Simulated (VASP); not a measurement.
# SiNi2 (Pnma) in VASP: a series of runs

The runs below take SiNi2 through relaxation of cell and atoms, single point, with PBEsol+D4, BLYP+D3(BJ).

Program: VASP 6.6.1. These are calculated values, not measurements. Logs are shortened: lines on timing, memory, paths and dates and some standing lists are left out, and cuts for length are marked.

### 1 The cell of the first run

The structure is orthorhombic, space group Pnma (No. 62). The conventional cell has a = 4.990 Å, b = 3.720 Å, c = 7.030 Å, α = 90.00°, β = 90.00°, γ = 90.00°. Within 3.0 Å of Ni (site symmetry m) lie 5 Si at 2.28 to 2.71 Å and 8 Ni at 2.53 to 2.71 Å. Within 3.1 Å of Ni (site symmetry m) lie 5 Si at 2.34 to 2.57 Å and 8 Ni at 2.53 to 2.71 Å. Within 3.0 Å of Si (site symmetry m) lie 10 Ni at 2.28 to 2.71 Å.

### 2 Relaxation of cell and atoms, PBEsol+D4, collinear spin, ferromagnetic start

Input file INCAR:

```
SYSTEM = SiNi2
PREC = Accurate ; ENCUT = 600
EDIFF = 1E-6 ; ISMEAR = -1
SIGMA = 0.05 ; LREAL = .False.
LASPH = .True. ; NELM = 150
ALGO = Fast ; ISIF = 3
LWAVE = .False. ; LCHARG = .False.
ISPIN = 2 ; MAGMOM = 1 1 1 1 1 1 1 1 0 0 0 0
LORBIT = 11 ; LMAXMIX = 4
GGA = PS ; IVDW = 13
IBRION = 2 ; NSW = 60
EDIFFG = -0.01 ; KPAR = 4
```

Input file KPOINTS:

```
regular mesh
0
Gamma
  6 7 4
  0 0 0
```

Input file POSCAR:

```
SiNi2
1.0
    4.9900000000      0.0000000000      0.0000000000
    0.0000000000      3.7200000000      0.0000000000
    0.0000000000      0.0000000000      7.0300000000
Ni Si
8 4
Direct
    0.3250000000      0.7500000000      0.9370000000
    0.6750000000      0.2500000000      0.0630000000
    0.1750000000      0.2500000000      0.4370000000
    0.8250000000      0.7500000000      0.5630000000
    0.4580000000      0.7500000000      0.2970000000
    0.5420000000      0.2500000000      0.7030000000
    0.0420000000      0.2500000000      0.7970000000
    0.9580000000      0.7500000000      0.2030000000
    0.7860000000      0.7500000000      0.8860000000
    0.2140000000      0.2500000000      0.1140000000
    0.7140000000      0.2500000000      0.3860000000
    0.2860000000      0.7500000000      0.6140000000
```

Potentials or basis: VASP PAW PBE potentials, release 64 (Ni, Si).

The run is started by

```bash
$ cat potpaw_PBE.64/Ni/POTCAR potpaw_PBE.64/Si/POTCAR > POTCAR
$ mpirun -np 4 vasp_std > vasp.out
```

OUTCAR:

```text
SYSTEM = SiNi2
   PREC = Accurate
   ENCUT = 600
   EDIFF = 1E-6
   ISMEAR = -1
   LREAL = .False.
   LASPH = .True.
   NELM = 150
   ISIF = 3
   ISPIN = 2
   LORBIT = 11
   GGA = PS
   IVDW = 13
   IBRION = 2
   NSW = 60
   EDIFFG = -0.01

 ion  position               nearest neighbor table
   1  0.325  0.750  0.937-  12 2.28  10 2.31  10 2.31   9 2.33   7 2.53   7 2.53   5 2.62   8 2.62
                             2 2.70   2 2.70   6 2.71   6 2.71   9 2.71
   2  0.675  0.250  0.063-  11 2.28   9 2.31   9 2.31  10 2.33   8 2.53   8 2.53   6 2.62   7 2.62
                             1 2.70   1 2.70   5 2.71   5 2.71  10 2.71
   3  0.175  0.250  0.437-  10 2.28  12 2.31  12 2.31  11 2.33   5 2.53   5 2.53   7 2.62   6 2.62
                             4 2.70   4 2.70   8 2.71   8 2.71  11 2.71
   4  0.825  0.750  0.563-   9 2.28  11 2.31  11 2.31  12 2.33   6 2.53   6 2.53   8 2.62   5 2.62
                             3 2.70   3 2.70   7 2.71   7 2.71  12 2.71
   5  0.458  0.750  0.297-  11 2.34  11 2.34  12 2.39   3 2.53   3 2.53  10 2.57  10 2.57   8 2.58
                             8 2.58   1 2.62   4 2.62   2 2.71   2 2.71
   6  0.542  0.250  0.703-  12 2.34  12 2.34  11 2.39   4 2.53   4 2.53   9 2.57   9 2.57   7 2.58
                             7 2.58   2 2.62   3 2.62   1 2.71   1 2.71
   7  0.042  0.250  0.797-   9 2.34   9 2.34  10 2.39   1 2.53   1 2.53  12 2.57  12 2.57   6 2.58
                             6 2.58   3 2.62   2 2.62   4 2.71   4 2.71
   8  0.958  0.750  0.203-  10 2.34  10 2.34   9 2.39   2 2.53   2 2.53  11 2.57  11 2.57   5 2.58
                             5 2.58   4 2.62   1 2.62   3 2.71   3 2.71
   9  0.786  0.750  0.886-   4 2.28   2 2.31   2 2.31   1 2.33   7 2.34   7 2.34   8 2.39   6 2.57
                             6 2.57   1 2.71  12 3.14  12 3.14
  10  0.214  0.250  0.114-   3 2.28   1 2.31   1 2.31   2 2.33   8 2.34   8 2.34   7 2.39   5 2.57
                             5 2.57   2 2.71  11 3.14  11 3.14
  11  0.714  0.250  0.386-   2 2.28   4 2.31   4 2.31   3 2.33   5 2.34   5 2.34   6 2.39   8 2.57
                             8 2.57   3 2.71  10 3.14  10 3.14
  12  0.286  0.750  0.614-   1 2.28   3 2.31   3 2.31   4 2.33   6 2.34   6 2.34   5 2.39   7 2.57
                             7 2.57   4 2.71   9 3.14   9 3.14

  LATTYP: Found a simple orthorhombic cell.
 ALAT       =     3.7200000000
 B/A-ratio  =     1.3413978495
 C/A-ratio  =     1.8897849462

  Lattice vectors:

 A1 = (   0.0000000000,  -3.7200000000,   0.0000000000)
 A2 = (   4.9900000000,   0.0000000000,   0.0000000000)
 A3 = (   0.0000000000,   0.0000000000,   7.0300000000)

Analysis of symmetry for initial positions (statically):
=====================================================================
 Subroutine PRICEL returns:
 Original cell was already a primitive cell.

 Routine SETGRP: Setting up the symmetry group for a
 simple orthorhombic supercell.

 Subroutine GETGRP returns: Found  8 space group operations
 (whereof  2 operations were pure point group operations)
 out of a pool of  8 trial point group operations.

The static configuration has the point symmetry S_2 .
 The point group associated with its full space group is D_2h.

Analysis of symmetry for dynamics (positions and initial velocities):
=====================================================================
 Subroutine PRICEL returns:
 Original cell was already a primitive cell.

 Routine SETGRP: Setting up the symmetry group for a
 simple orthorhombic supercell.
[... 196 lines left out ...]

  DFT-D4 for vdW energy calculation

  Edisp (eV):   -3.45162
[... 139 lines left out ...]
  FREE ENERGIE OF THE ION-ELECTRON SYSTEM (eV)
  ---------------------------------------------------
  free  energy   TOTEN  =       -83.1908893249 eV

  energy  without entropy=      -83.1420224882  energy(sigma->0) =      -83.16645591

[... ionic steps 4 to 16 ...]

--------------------------------------- Ionic step       17  -------------------------------------------

 number of electron      95.9999991 magnetization       0.0000000

 number of electron      95.9999991 magnetization      -0.0000000
[... 97 lines left out ...]
--------------------------------------- Ionic step       19  -------------------------------------------

 number of electron      95.9999991 magnetization      -0.0000000

 Free energy of the ion-electron system (eV)
  ---------------------------------------------------
  ext. energy  EPLUGINS =         0.00000000
  ---------------------------------------------------
  free energy    TOTEN  =       -79.64516576 eV

  energy without entropy =      -79.59859629  energy(sigma->0) =      -79.62188103

 E-fermi :  11.7268     XC(G=0): -13.3094

 val. band max:       11.7261539153   @ k =   0.3333   0.4286   0.2500
 cond. band min:      11.7396589183   @ k =   0.3333   0.4286   0.0000
 fundamental gap:      0.0135050030
 Fermi energy:        11.7267949772

 spin component 1

 k-point     1 :       0.0000    0.0000    0.0000
  band No.  band energies     occupation
      1      -1.3364      1.00000
      2       1.3000      1.00000
      3       1.4195      1.00000
      4       3.4509      1.00000
      5       4.8691      1.00000
      6       5.3136      1.00000
[... 1501 lines left out ...]
     59      17.2187      0.00000
     60      17.2187      0.00000

 [... further k-points ...]

 spin component 2

 k-point     1 :       0.0000    0.0000    0.0000
  band No.  band energies     occupation
      1      -1.3364      1.00000
      2       1.3000      1.00000
      3       1.4195      1.00000
      4       3.4509      1.00000
      5       4.8691      1.00000
      6       5.3136      1.00000
[... 1501 lines left out ...]
     59      17.2187      0.00000
     60      17.2187      0.00000

 [... further k-points ...]

 [bands above 60 left out]

------------------------ aborting loop because EDIFF is reached ----------------------------------------

  DFT-D4 for vdW energy calculation

  Edisp (eV):   -3.58325
[... 35 lines left out ...]
  FREE ENERGIE OF THE ION-ELECTRON SYSTEM (eV)
  ---------------------------------------------------
  free  energy   TOTEN  =       -83.2284155700 eV

  energy  without entropy=      -83.1818460938  energy(sigma->0) =      -83.20513083

 reached required accuracy - stopping structural energy minimisation

 total charge

# of ion       s       p       d       tot
------------------------------------------
    1        0.502   0.645   8.511   9.658
    2        0.502   0.645   8.511   9.658
    3        0.502   0.645   8.511   9.658
    4        0.502   0.645   8.511   9.658
    5        0.472   0.607   8.492   9.572
    6        0.472   0.607   8.492   9.572
    7        0.472   0.607   8.492   9.572
    8        0.472   0.607   8.492   9.572
    9        0.727   0.911   0.000   1.638
   10        0.727   0.911   0.000   1.638
   11        0.727   0.911   0.000   1.638
   12        0.727   0.911   0.000   1.638
--------------------------------------------------
tot          6.806   8.654  68.012  83.472

 magnetization (x)

# of ion       s       p       d       tot
------------------------------------------
    1       -0.000   0.000   0.000   0.000
    2       -0.000   0.000   0.000   0.000
    3       -0.000   0.000   0.000   0.000
    4       -0.000   0.000   0.000   0.000
    5       -0.000  -0.000  -0.000  -0.000
    6       -0.000  -0.000  -0.000  -0.000
    7       -0.000  -0.000  -0.000  -0.000
    8       -0.000  -0.000  -0.000  -0.000
    9       -0.000   0.000   0.000  -0.000
   10       -0.000   0.000   0.000  -0.000
   11       -0.000   0.000   0.000  -0.000
   12       -0.000   0.000   0.000  -0.000
--------------------------------------------------
tot         -0.000   0.000  -0.000  -0.000
```

CONTCAR:

```text
SiNi2
   1.00000000000000
     4.8670132757547648   -0.0000000000000000    0.0000000000000000
    -0.0000000000000000    3.6890255360868780    0.0000000000000000
     0.0000000000000000    0.0000000000000000    6.9717628130827993
  Ni              Si
     8     4
Direct
     0.3275602820801827    0.7500000000000000    0.9397883555226635
     0.6724397179198175    0.2500000000000000    0.0602116444773364
     0.1724397179198172    0.2500000000000000    0.4397883555226636
     0.8275602820801825    0.7500000000000000    0.5602116444773365
     0.4564863262393540    0.7500000000000000    0.2909206261015445
     0.5435136737606460    0.2500000000000000    0.7090793738984555
     0.0435136737606459    0.2500000000000000    0.7909206261015445
     0.9564863262393540    0.7500000000000000    0.2090793738984554
     0.7938153588370535    0.7500000000000000    0.8871162042212295
     0.2061846411629465    0.2500000000000000    0.1128837957787705
     0.7061846411629465    0.2500000000000000    0.3871162042212295
     0.2938153588370533    0.7500000000000000    0.6128837957787705

  0.00000000E+00  0.00000000E+00  0.00000000E+00
  0.00000000E+00  0.00000000E+00  0.00000000E+00
  0.00000000E+00  0.00000000E+00  0.00000000E+00
  0.00000000E+00  0.00000000E+00  0.00000000E+00
  0.00000000E+00  0.00000000E+00  0.00000000E+00
  0.00000000E+00  0.00000000E+00  0.00000000E+00
  0.00000000E+00  0.00000000E+00  0.00000000E+00
  0.00000000E+00  0.00000000E+00  0.00000000E+00
  0.00000000E+00  0.00000000E+00  0.00000000E+00
  0.00000000E+00  0.00000000E+00  0.00000000E+00
  0.00000000E+00  0.00000000E+00  0.00000000E+00
  0.00000000E+00  0.00000000E+00  0.00000000E+00
```

Run time: 28 min. Hardware: 4 MPI ranks of Intel Xeon 6975P-C (Granite Rapids), shared host; peak memory 0.74 GiB.

Results:

```yaml
Free_energy: -83.2284 eV
Relaxed_volume: 10.43 Å³/atom
Relaxed_cell: a = 4.867 Å, b = 3.689 Å, c = 6.972 Å, α = 90.00°, β = 90.00°, γ = 90.00°
Space_group_after_relaxing_to_0.1_Å: Pnma (No. 62)
Energy_gained_by_relaxing: 15.0 meV/atom
Ionic_steps: 19
Pressure_after_relaxing: 0.0 GPa
Largest_force_after_relaxing: 0.009 eV/Å
Band_gap_on_the_k_mesh: zero (filled and empty bands overlap)
Net_moment: 0.00 μB per cell
Valence_electrons_inside_the_program's_atomic_spheres: Ni 9.66, 9.57 (each value once); Si 1.64
Dispersion_energy_per_atom: -0.299 eV
```

Forces on the atoms (eV/Å):
```
Ni   0.001  0.000  0.001
Ni  -0.001  0.000 -0.001
Ni  -0.001  0.000  0.001
Ni   0.001  0.000 -0.001
Ni   0.005  0.000 -0.001
Ni  -0.005  0.000  0.001
Ni  -0.005  0.000 -0.001
Ni   0.005  0.000  0.001
Si   0.008  0.000  0.004
Si  -0.008  0.000 -0.004
Si  -0.008  0.000  0.004
Si   0.008  0.000 -0.004
```

The path:
```
step  energy change (eV)  largest force (eV/Å)  pressure (GPa)  volume (Å³)
   1              0.0000                0.3549           -8.09       130.50
   2              0.0197                0.2942           10.46       120.40
   3             -0.1424                0.2592            0.10       125.54
   4             -0.1424                0.2600            0.53       125.34
   5             -0.1614                0.1421            0.36       125.35
   6             -0.1642                0.1884            0.24       125.36
   7             -0.1705                0.1026           -0.44       125.64
   8             -0.1717                0.0677           -0.90       125.83
   9             -0.1754                0.0593           -0.06       125.30
  10             -0.1757                0.0673            0.48       125.00
  11             -0.1783                0.0459            0.36       125.00
  12             -0.1792                0.0359            0.25       124.99
  13             -0.1796                0.0196           -0.21       125.25
  14             -0.1796                0.0220           -0.19       125.22
  15             -0.1798                0.0119           -0.07       125.16
  16             -0.1799                0.0126           -0.06       125.15
  17             -0.1798                0.0166           -0.03       125.12
  18             -0.1799                0.0135            0.05       125.14
  19             -0.1799                0.0095           -0.03       125.17
```

Final structure:
```
Ni Si
1.0
     4.86701    0.00000    0.00000
     0.00000    3.68903    0.00000
     0.00000    0.00000    6.97176
Ni Si
8 4
Direct
  0.32756 0.75000 0.93979
  0.67244 0.25000 0.06021
  0.17244 0.25000 0.43979
  0.82756 0.75000 0.56021
  0.45649 0.75000 0.29092
  0.54351 0.25000 0.70908
  0.04351 0.25000 0.79092
  0.95649 0.75000 0.20908
  0.79382 0.75000 0.88712
  0.20618 0.25000 0.11288
  0.70618 0.25000 0.38712
  0.29382 0.75000 0.61288
```

Levels at points of the mesh, in eV from the Fermi level:
Spin up:
```tsv
k point	band 46	band 47	band 48	band 49	band 50	band 51
(0.00, 0.00, 0.00)	-0.98	-0.63	-0.11	0.78	0.99	1.71
(0.50, 0.00, 0.00)	-0.99	1.23	1.23	2.11	2.11	2.93
(0.00, 0.00, 0.50)	-1.08	-0.36	-0.36	0.19	0.19	1.42
(0.50, 0.00, 0.50)	-0.54	0.25	0.25	1.89	1.89	1.90
```
Spin down:
| k point | band 44 | band 45 | band 46 | band 47 | band 48 | band 49 | band 50 | band 51 | band 52 | band 53 |
| --- | --- | --- | --- | --- | --- | --- | --- | --- | --- | --- |
| (0.00, 0.00, 0.00) | -1.16 | -1.00 | -0.98 | -0.63 | -0.11 | 0.78 | 0.99 | 1.71 | 2.44 | 2.48 |
| (0.50, 0.00, 0.00) | -1.14 | -0.99 | -0.99 | 1.23 | 1.23 | 2.11 | 2.11 | 2.93 | 2.93 | 3.32 |
| (0.00, 0.00, 0.50) | -1.12 | -1.08 | -1.08 | -0.36 | -0.36 | 0.19 | 0.19 | 1.42 | 1.42 | 3.18 |
| (0.50, 0.00, 0.50) | -0.99 | -0.54 | -0.54 | 0.25 | 0.25 | 1.89 | 1.89 | 1.90 | 1.90 | 2.65 |

Caveat: the moments typed at the start vanished in this run; the PAW data sets were made with another functional, which shifts forces and pressure a little.

### 3 Single point, BLYP+D3(BJ), collinear spin, ferromagnetic start

This run uses another cell than the first one, of 10.69 Å³/atom.

Input file INCAR:

```
SYSTEM = SiNi2
AGGAC    = 1.0          
AGGAX    = 1.0          
ALDAC    = 0.0          
ALDAX    = 1.0          
ALGO     = Normal         ! electronic algorithm
EDIFF    = 1E-6           ! SCF threshold, eV
ENCUT    = 520            ! plane-wave cutoff, eV
GGA      = B5             ! functional
ISIF     = 2              ! what is computed and relaxed
ISMEAR   = -1             ! smearing method
ISPIN    = 2              ! spin polarisation
IVDW     = 12             ! dispersion correction
KPAR     = 4            
LASPH    = .TRUE.         ! aspherical terms in the spheres
LCHARG   = .FALSE.        ! write CHGCAR
LMAXMIX  = 4              ! l up to which the mixer works
LORBIT   = 11             ! projections on sites
LREAL    = .FALSE.        ! projectors in reciprocal space
LWAVE    = .FALSE.        ! write WAVECAR
MAGMOM   = 1 1 1 1 1 1 1 1 0 0 0 0 ! initial moments
NBANDS   = 64             ! bands
NELM     = 150            ! most SCF steps
PREC     = Accurate       ! precision mode
SIGMA    = 0.05           ! smearing width, eV
VDW_A1   = 0.4298       
VDW_A2   = 4.2359       
VDW_S6   = 1.0          
VDW_S8   = 2.6996
```

Input file KPOINTS:

```
k-points
0
G
  6 7 4
  0 0 0
```

Input file POSCAR:

```
SiNi2
1.0
    5.0504954887      0.0000000000      0.0000000000
    0.0000000000      3.6603132714      0.0000000000
    0.0000000000      0.0000000000      6.9418169166
Ni Si
8 4
Direct
    0.3350340465      0.7500000000      0.9391829041
    0.6649659535      0.2500000000      0.0608170959
    0.1649659535      0.2500000000      0.4391829041
    0.8350340465      0.7500000000      0.5608170959
    0.4603587209      0.7500000000      0.3016666164
    0.5396412791      0.2500000000      0.6983333836
    0.0396412791      0.2500000000      0.8016666164
    0.9603587209      0.7500000000      0.1983333836
    0.7801402728      0.7500000000      0.8839471684
    0.2198597272      0.2500000000      0.1160528316
    0.7198597272      0.2500000000      0.3839471684
    0.2801402728      0.7500000000      0.6160528316
```

Potentials or basis: VASP PAW PBE potentials, release 64 (Ni, Si).

The run is started by

```bash
$ cat potpaw_PBE.64/Ni/POTCAR potpaw_PBE.64/Si/POTCAR > POTCAR
$ mpirun -np 4 vasp_std > vasp.out
```

It took 2.3 min on 4 MPI ranks of Intel Xeon 6975P-C (Granite Rapids), shared host; peak memory 0.64 GiB.

The run converged. Its results:

- Free energy: -73.2206 eV
- Pressure: 0.8 GPa
- Largest force: 0.024 eV/Å
- Band gap on the k mesh: zero (filled and empty bands overlap)
- Net moment: 0.00 μB per cell
- Valence electrons inside the program's atomic spheres: Ni 9.67, 9.54 (each value once); Si 1.67
- Dispersion energy per atom: -1.144 eV

Forces on the atoms (eV/Å):
```
Ni  -0.006  0.000  0.006
Ni   0.006  0.000 -0.006
Ni   0.006  0.000  0.006
Ni  -0.006  0.000 -0.006
Ni  -0.014  0.000 -0.019
Ni   0.014  0.000  0.019
Ni   0.014  0.000 -0.019
Ni  -0.014  0.000  0.019
Si  -0.002  0.000 -0.001
Si   0.002  0.000  0.001
Si   0.002  0.000 -0.001
Si  -0.002  0.000  0.001
```

Stress tensor (GPa, compression positive):
```
0.72 0.00 0.00
0.00 0.83 0.00
0.00 0.00 0.80
```

Levels at points of the mesh, in eV from the Fermi level:
Spin up:
| k point | band 44 | band 45 | band 46 | band 47 | band 48 | band 49 | band 50 | band 51 | band 52 | band 53 |
| --- | --- | --- | --- | --- | --- | --- | --- | --- | --- | --- |
| (0.00, 0.00, 0.00) | -1.18 | -1.04 | -1.01 | -0.69 | -0.36 | 0.62 | 0.80 | 2.34 | 2.36 | 2.75 |
| (0.50, 0.00, 0.00) | -1.16 | -1.02 | -1.02 | 1.32 | 1.32 | 1.89 | 1.89 | 2.65 | 2.65 | 3.43 |
| (0.00, 0.00, 0.50) | -1.17 | -1.15 | -1.15 | -0.49 | -0.49 | 0.33 | 0.33 | 1.46 | 1.46 | 3.17 |
| (0.50, 0.00, 0.50) | -1.03 | -0.73 | -0.73 | 0.41 | 0.41 | 2.02 | 2.02 | 2.02 | 2.02 | 2.06 |
Spin down:
```
           k point  band 44  band 45  band 46  band 47  band 48  band 49  band 50  band 51  band 52  band 53
(0.00, 0.00, 0.00)    -1.18    -1.04    -1.01    -0.69    -0.36     0.62     0.80     2.34     2.36     2.75
(0.50, 0.00, 0.00)    -1.16    -1.02    -1.02     1.32     1.32     1.89     1.89     2.65     2.65     3.43
(0.00, 0.00, 0.50)    -1.17    -1.15    -1.15    -0.49    -0.49     0.33     0.33     1.46     1.46     3.17
(0.50, 0.00, 0.50)    -1.03    -0.73    -0.73     0.41     0.41     2.02     2.02     2.02     2.02     2.06
```

Caveat: the dispersion term is far too large for a dense solid, which distorts pressure and volume; the moments typed at the start vanished in this run; the PAW data sets were made with another functional, which shifts forces and pressure a little.

The gap in the log of VASP goes by the Fermi energy; the results here count the filled bands.